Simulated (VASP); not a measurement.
# Ge (Fd-3m) in VASP: notebook

Aim: see how the results for Ge move with the level of theory and the settings. Levels: revPBE+D3(BJ), BLYP+D4, RPBE. Tasks: single point.

Program: VASP 6.6.1. These are calculated values, not measurements. Logs are shortened: lines on timing, memory, paths and dates and some standing lists are left out, and cuts for length are marked.

**Experimental background.**

From “Temperature-dependent photoluminescence in Ge: experiment and theory”, 2020, arxiv:2003.00143, for a bulk crystal of Ge at 0 K: band gap 0.744 eV (indirect).

From “Electronic and optical properties of SixGe1-x-ySny alloys lattice-matched to Ge”, 2021, arxiv:2109.02782, for a bulk crystal of Ge: band gap 0.807 eV (direct) at 300 K; band gap 0.666 eV (indirect) at 293 K.

The runs below are set against these values where they give the same quantity.

## (1) The cell of the first run

It takes space group Fd-3m (No. 227, cubic). The conventional cell has a = 5.732 Å, b = 5.732 Å, c = 5.732 Å, α = 90.00°, β = 90.00°, γ = 90.00°. Within 3.3 Å of Ge (site symmetry -43m) lie 4 Ge at 2.48 Å.

## (2) Single point, revPBE+D3(BJ)

INCAR reads:

```
PREC = Accurate
ENCUT = 520
EDIFF = 1E-6
ISMEAR = -1
SIGMA = 0.05
LREAL = F
LASPH = T
NELM = 60
ALGO = Normal
ISIF = 2
LWAVE = F
LCHARG = F
GGA = RE
IVDW = 12
NBANDS = 21
```

KPOINTS reads:

```
Automatic mesh
0
Gamma
  8 8 8
```

POSCAR reads:

```
Ge
1.0
    0.0000000000      2.8661367691      2.8661367691
    2.8661367691      0.0000000000      2.8661367691
    2.8661367691      2.8661367691      0.0000000000
Ge
2
Direct
    0.7500000000      0.7500000000      0.7500000000
    0.5000000000      0.5000000000      0.5000000000
```

Potentials or basis: VASP PAW PBE potentials, release 64 (Ge_d).

On the command line:

```bash
> cat potpaw_PBE.64/Ge_d/POTCAR > POTCAR
> mpirun -np 1 vasp_std > vasp.out
```

OUTCAR:

```text
PREC = Accurate
   ENCUT = 520
   EDIFF = 1E-6
   ISMEAR = -1
   LREAL = F
   LASPH = T
   NELM = 60
   ISIF = 2
   GGA = RE
   IVDW = 12
 IVDW          = 12

 ion  position               nearest neighbor table
   1  0.750  0.750  0.750-   2 2.48   2 2.48   2 2.48   2 2.48
   2  0.500  0.500  0.500-   1 2.48   1 2.48   1 2.48   1 2.48

  LATTYP: Found a face centered cubic cell.
 ALAT       =     5.7322735382

  Lattice vectors:

 A1 = (   0.0000000000,   2.8661367691,   2.8661367691)
 A2 = (   2.8661367691,   0.0000000000,   2.8661367691)
 A3 = (   2.8661367691,   2.8661367691,   0.0000000000)

Analysis of symmetry for initial positions (statically):
=====================================================================
 Subroutine PRICEL returns:
 Original cell was already a primitive cell.

 Routine SETGRP: Setting up the symmetry group for a
 face centered cubic supercell.

 Subroutine GETGRP returns: Found 48 space group operations
 (whereof 24 operations were pure point group operations)
 out of a pool of 48 trial point group operations.

The static configuration has the point symmetry T_d .
 The point group associated with its full space group is O_h .

Analysis of symmetry for dynamics (positions and initial velocities):
=====================================================================
 Subroutine PRICEL returns:
 Original cell was already a primitive cell.

 Routine SETGRP: Setting up the symmetry group for a
 face centered cubic supercell.

 Subroutine GETGRP returns: Found 48 space group operations
 (whereof 24 operations were pure point group operations)
 out of a pool of 48 trial point group operations.

The dynamic configuration has the point symmetry T_d .
 The point group associated with its full space group is O_h .

 Subroutine INISYM returns: Found 48 space group operations
 (whereof 24 operations are pure point group operations),
 and found     1 'primitive' translations

----------------------------------------------------------------------------------------

                                     Primitive cell

  volume of cell :      47.0891

  direct lattice vectors                    reciprocal lattice vectors
     0.000000000  2.866136769  2.866136769    -0.174450852  0.174450852  0.174450852
     2.866136769  0.000000000  2.866136769     0.174450852 -0.174450852  0.174450852
     2.866136769  2.866136769  0.000000000     0.174450852  0.174450852 -0.174450852

[... 78 lines left out ...]
   LNONCOLLINEAR =      F non collinear calculations
   LSORBIT =      F    spin-orbit coupling
   LASPH  =      T    aspherical Exc in radial PAW
   ENCUT  =  520.0 eV  38.22 Ry    6.18 a.u.   7.54  7.54  7.54*2*pi/ulx,y,z
   NELM   =     60;   NELMIN=  2; NELMDL= -5     # of ELM steps
   EDIFF  = 0.1E-05   stopping-criterion for ELM
   LREAL  =      F    real-space projection
   EDIFFG = 0.1E-04   stopping-criterion for IOM
   NSW    =      0    number of steps for IOM
   IBRION =     -1    ionic relax: 0-MD 1-quasi-New 2-CG
   NFREE  =      0    steps in history (QN), initial steepest desc. (CG)
   ISIF   =      2    stress and relaxation
   ISYM   =      2    0-nonsym 1-usesym 2-fastsym
   POTIM  = 0.5000    time-step for ionic-motion
   TEBEG  =    0.0;   TEEND  =   0.0 temperature during run
   PSTRESS=    0.0 pullay stress
   NELECT =      28.0000    total number of electrons
   NUPDOWN=      -1.0000    fix difference up-down
   EMIN   =  10.00;   EMAX   =-10.00  energy-range for DOS
   EFERMI =   0.00;   METHOD = LEGACY
   ISMEAR =    -1;   SIGMA  =   0.05  broadening in eV -4-tet -1-fermi 0-gaus
   EFERMI_NEDOS =   21; number of points for ismear=-14 and -15
   IALGO  =     38    algorithm
   IMIX   =      4    mixing-type and parameters
     AMIX     =   0.40;   BMIX     =  1.00
     AMIX_MAG =   1.60;   BMIX_MAG =  1.00
  volume/ion in A,a.u.               =      23.54       158.89
  Fermi-wavevector in a.u.,A,eV,Ry     =   1.376641  2.601474 25.784939  1.895140
  Thomas-Fermi vector in A             =   2.501867
   LORBIT       =      0    0 simple, 1 ext, 2 COOP (PROOUT), +10 PAW based schemes
   GGA     = RE    functional components
   LHFCALC =     F    Hartree Fock is set to
   AEXX    =    0.0000 exact exchange contribution
   IVDW    =    12    specifies the selected vdW correction
   LEPSILON=     F    determine dielectric tensor
   LRPA    =     F    only Hartree local field effects (RPA)
 non-spin polarized calculation
  energy-cutoff  :      520.00
  volume of cell :       47.09
 maximum number of plane-waves:      1287
   NGX = 15   NGY = 15   NGZ = 15

 number of electron      27.9999990 magnetization

 Free energy of the ion-electron system (eV)
  ---------------------------------------------------
  ext. energy  EPLUGINS =         0.00000000
  ---------------------------------------------------
  free energy    TOTEN  =        -8.44782477 eV

  energy without entropy =       -8.44707813  energy(sigma->0) =       -8.44745145

 E-fermi :   4.7094     XC(G=0):  -9.6078

 val. band max:        4.6995299622   @ k =   0.0000   0.0000   0.0000
 cond. band min:       4.8297036691   @ k =   0.5000   0.0000   0.0000
 fundamental gap:      0.1301737069
 Fermi energy:         4.7093885411

 k-point     1 :       0.0000    0.0000    0.0000
  band No.  band energies     occupation
      1     -20.0823      2.00000
      2     -20.0823      2.00000
      3     -20.0823      2.00000
      4     -20.0495      2.00000
      5     -20.0495      2.00000
      6     -19.8597      2.00000
[... 565 lines left out ...]
     20      15.6136      0.00000
     21      15.9870      0.00000

 [... further k-points ...]

------------------------ aborting loop because EDIFF is reached ----------------------------------------

 Edisp (eV)   -1.09493

 E8    (eV) :    -0.7768

  FORCE on cell =-STRESS in cart. coord.  units (eV):
  Direction    XX          YY          ZZ          XY          YZ          ZX
  --------------------------------------------------------------------------------------
  -------------------------------------------------------------------------------------
  Total      -0.52646    -0.52646    -0.52646     0.00000     0.00000     0.00000
  in kB     -17.91236   -17.91236   -17.91236     0.00000     0.00000     0.00000
  external pressure =      -17.91 kB  Pullay stress =        0.00 kB

 VOLUME and BASIS-vectors are now :
 -----------------------------------------------------------------------------
  energy-cutoff  :      520.00
  volume of cell :       47.09
      direct lattice vectors                 reciprocal lattice vectors
     0.000000000  2.866136769  2.866136769    -0.174450852  0.174450852  0.174450852
     2.866136769  0.000000000  2.866136769     0.174450852 -0.174450852  0.174450852
     2.866136769  2.866136769  0.000000000     0.174450852  0.174450852 -0.174450852

 POSITION                                       TOTAL-FORCE (eV/Angst)
 -----------------------------------------------------------------------------------
      4.29921      4.29921      4.29921         0.000000      0.000000      0.000000
      2.86614      2.86614      2.86614        -0.000000     -0.000000     -0.000000
 -----------------------------------------------------------------------------------
    total drift:                                0.000000     -0.000000     -0.000000

  FREE ENERGIE OF THE ION-ELECTRON SYSTEM (eV)
  ---------------------------------------------------
  free  energy   TOTEN  =        -9.5427534975 eV

  energy  without entropy=       -9.5420068632  energy(sigma->0) =       -9.54238018
```

OSZICAR:

```text
N       E                     dE             d eps       ncg     rms          rms(c)
DAV:   1     0.192696323223E+03    0.19270E+03   -0.14904E+04  1386   0.361E+03
DAV:   2     0.197640179481E+02   -0.17293E+03   -0.16757E+03  1223   0.617E+02
DAV:   3    -0.752246391674E+01   -0.27286E+02   -0.27078E+02  1403   0.145E+02
DAV:   4    -0.848662972827E+01   -0.96417E+00   -0.96362E+00  1378   0.315E+01
DAV:   5    -0.850266105141E+01   -0.16031E-01   -0.16031E-01  1398   0.454E+00    0.319E+00
DAV:   6    -0.846199929541E+01    0.40662E-01   -0.19887E-02  1454   0.153E+00    0.189E+00
DAV:   7    -0.844489798545E+01    0.17101E-01   -0.42339E-02  1340   0.202E+00    0.162E-01
DAV:   8    -0.844735624500E+01   -0.24583E-02   -0.61238E-03  1393   0.947E-01    0.464E-02
DAV:   9    -0.844774983592E+01   -0.39359E-03   -0.46604E-04  1313   0.197E-01    0.164E-02
DAV:  10    -0.844781837945E+01   -0.68544E-04   -0.11993E-04  1348   0.943E-02    0.773E-03
DAV:  11    -0.844782488910E+01   -0.65096E-05   -0.21126E-05  1313   0.557E-02    0.215E-03
DAV:  12    -0.844782476659E+01    0.12251E-06   -0.73748E-07  1084   0.121E-02
   1 F= -.95427535E+01 E0= -.95423802E+01  d E =-.746634E-03
```

Run time: 17 s. Hardware: 1 thread of Intel Xeon 6975P-C (Granite Rapids), shared host; peak memory 0.17 GiB.

Results:

| Quantity | Value |
| --- | --- |
| Free energy | -9.5428 eV |
| Pressure | -1.8 GPa |
| Band gap on the k mesh | zero (filled and empty bands touch) |
| Dispersion energy per atom | -0.547 eV |

Caveat: the PAW data sets were made with another functional, which shifts forces and pressure a little; pairwise dispersion overbinds metals, which lowers pressure and volume.

## (3) Single point, BLYP+D4

INCAR reads:

```
PREC = Accurate
ENCUT = 520
EDIFF = 1E-7
ISMEAR = -1
SIGMA = 0.05
LREAL = F
LASPH = T
NELM = 60
ALGO = Normal
ISIF = 2
LWAVE = F
LCHARG = F
GGA = B5
ALDAX = 1.0
AGGAX = 1.0
AGGAC = 1.0
ALDAC = 0.0
IVDW = 13
VDW_S6 = 1.0
VDW_S8 = 2.34076671
VDW_A1 = 0.44488865
VDW_A2 = 4.0933009
NBANDS = 21
```

KPOINTS is that of step 2.

POSCAR is that of step 2.

Potentials or basis: VASP PAW PBE potentials, release 64 (Ge_d).

On the command line:

```bash
> cat potpaw_PBE.64/Ge_d/POTCAR > POTCAR
> mpirun -np 1 vasp_std > vasp.out
```

Wall time 28 s (1 thread of Intel Xeon 6975P-C (Granite Rapids), shared host); peak memory 0.17 GiB.

It converged, with:

- Free energy: -8.8124 eV
- Pressure: 0.4 GPa
- Band gap on the k mesh: zero (filled and empty bands touch)
- Dispersion energy per atom: -0.595 eV

Levels at points of the mesh, in eV from the Fermi level:
| k point | band 11 | band 12 | band 13 | band 14 | band 15 | band 16 | band 17 | band 18 |
| --- | --- | --- | --- | --- | --- | --- | --- | --- |
| (0.00, 0.00, 0.00) | -12.46 | -0.51 | 0.03 | 0.03 | 0.03 | 2.58 | 2.58 | 2.58 |
| (0.50, 0.00, 0.00) | -10.50 | -7.40 | -1.31 | -1.31 | 0.07 | 3.82 | 3.82 | 7.38 |
| (0.50, 0.50, 0.00) | -8.76 | -8.76 | -2.88 | -2.88 | 0.95 | 0.95 | 9.11 | 9.11 |

Caveat: the PAW data sets were made with another functional, which shifts forces and pressure a little; pairwise dispersion overbinds metals, which lowers pressure and volume.

## (4) Single point, RPBE

This run uses another cell than the first one, of 24.00 Å³/atom, 1.019 times its volume.

INCAR reads:

```
SYSTEM = Ge
PREC = Accurate ; ENCUT = 520
EDIFF = 1E-6 ; ISMEAR = -1
SIGMA = 0.05 ; LREAL = .FALSE.
LASPH = .TRUE. ; NELM = 80
ALGO = Normal ; ISIF = 2
LWAVE = .FALSE. ; LCHARG = .FALSE.
GGA = RP ; NBANDS = 21
```

KPOINTS reads:

```
Automatic mesh
0
G
  8 8 8
  0 0 0
```

POSCAR reads:

```
Ge
1.0
    0.0000000000      2.8843929095      2.8843929095
    2.8843929095      0.0000000000      2.8843929095
    2.8843929095      2.8843929095      0.0000000000
Ge
2
Direct
    0.7500000000      0.7500000000      0.7500000000
    0.5000000000      0.5000000000      0.5000000000
```

On the command line:

```bash
> cat potpaw_PBE.64/Ge_d/POTCAR > POTCAR
> mpirun -np 1 vasp_std > vasp.out
```

Run time: 15 s. Hardware: 1 thread of Intel Xeon 6975P-C (Granite Rapids), shared host; peak memory 0.17 GiB.

The run converged. Its results:

| Property | Result |
| --- | --- |
| Free energy | -8.3532 eV |
| Pressure | 1.3 GPa |
| Band gap on the k mesh | zero (filled and empty bands touch) |

Levels at points of the mesh, in eV from the Fermi level:
```csv
k point,band 11,band 12,band 13,band 14,band 15,band 16,band 17,band 18
"(0.00, 0.00, 0.00)",-12.31,-0.37,0.00,0.00,0.00,2.54,2.54,2.54
"(0.50, 0.00, 0.00)",-10.36,-7.30,-1.32,-1.32,0.10,3.74,3.74,7.26
"(0.50, 0.50, 0.00)",-8.64,-8.64,-2.87,-2.87,0.90,0.90,9.09,9.09
```

Caveat: the PAW data sets were made with another functional, which shifts forces and pressure a little.

## (5) Overview

```csv
level,cell,gap on the mesh (eV),pressure (GPa)
revPBE+D3(BJ),"a = 4.053 Å, angles 60.0°, 2 atoms",none,-1.8
BLYP+D4,"a = 4.053 Å, angles 60.0°, 2 atoms",none,0.4
RPBE,"a = 4.079 Å, angles 60.0°, 2 atoms",none,1.3
```

Alike in all rows: task single point; potentials or basis VASP PAW PBE potentials, release 64 (Ge_d); no spin polarisation; k mesh 8 × 8 × 8; cutoff (eV) 520; smearing fermi-dirac 0.05 eV.

Caveats: the PAW data sets were made with another functional, which shifts forces and pressure a little; pairwise dispersion overbinds metals, which lowers pressure and volume (some runs).

Absolute energies hang on the potentials; compare differences alone.

## (6) Against experiment

Step 2. A measured gap of Ge is 0.744 eV (indirect; 0 K; “Temperature-dependent photoluminescence in Ge: experiment and theory”, 2020, arxiv:2003.00143); the calculated 0.00 eV misses it by -0.74 eV. 3 values of this kind are on record (0.666 to 0.807 eV); this one was drawn at random among those near their median. Spin-orbit coupling on Ge is left out. The value is that of revPBE+D3(BJ) on a finite k mesh, which can miss the band edges, without temperature or zero-point motion. Semilocal functionals fall short of measured gaps as a rule.

Step 3. Measured gap of Ge: 0.807 eV (direct; 300 K; “Electronic and optical properties of SixGe1-x-ySny alloys lattice-matched to Ge”, 2021, arxiv:2109.02782). This calculation gives 0.00 eV (-0.81 eV). 3 values of this kind are on record (0.666 to 0.807 eV); this one was drawn at random among those near their median. Spin-orbit coupling on Ge is left out. The value is that of BLYP+D4 on a finite k mesh, which can miss the band edges, without temperature or zero-point motion. Semilocal functionals fall short of measured gaps as a rule.

Step 4. Against the measured gap of Ge, 0.666 eV (indirect; 293 K; “Electronic and optical properties of SixGe1-x-ySny alloys lattice-matched to Ge”, 2021, arxiv:2109.02782), the calculated 0.00 eV is off by -0.67 eV. 3 values of this kind are on record (0.666 to 0.807 eV); this one was drawn at random among those near their median. Spin-orbit coupling on Ge is left out. The value is that of RPBE on a finite k mesh, which can miss the band edges, without temperature or zero-point motion. Semilocal functionals fall short of measured gaps as a rule.
